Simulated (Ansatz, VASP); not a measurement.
## One calculation of Ag2Pd, two programs

```
Ag Pd
1.0
     0.00000    3.12066    3.12066
     3.12066    0.00000    3.12066
     3.12066    3.12066    0.00000
Ag Pd
2 1
Cartesian
  1.5603 1.5603 1.5603
  4.6810 4.6810 4.6810
  0.0000 0.0000 0.0000
```

Alike in both runs: task relaxation of cell and atoms; functional PBE; k mesh 14 × 14 × 14; occupations gaussian, width 0.1 eV; no spin polarisation.

```csv
,VASP,Ansatz
version,VASP 6.6.1,Ansatz 0.2.0
potentials or method,"VASP PAW PBE potentials, release 64 (Ag, Pd), cutoff 600 eV","scalar-relativistic, plane waves, PAW"
valence electrons in the cell,32,56
```

VASP gave:

| Item | Value |
| --- | --- |
| gap on the k mesh at the Fermi level, each at its own relaxed structure (eV) | none |
| relaxed volume (Å³/atom) | 20.35 |
| relaxed cell length with the largest relative difference (Å) | 4.420 |

Question: What did Ansatz give for the same quantities?

Answer: gap on the k mesh at the Fermi level, each at its own relaxed structure (eV): none; relaxed volume (Å³/atom): 20.38; relaxed cell length with the largest relative difference (Å): 4.422.

A gap of «none» marks a metal or a gap that the smearing closes. VASP's potentials hold 32 valence electrons a cell and Ansatz's 56, so a difference there can come from the potentials and not from the codes.
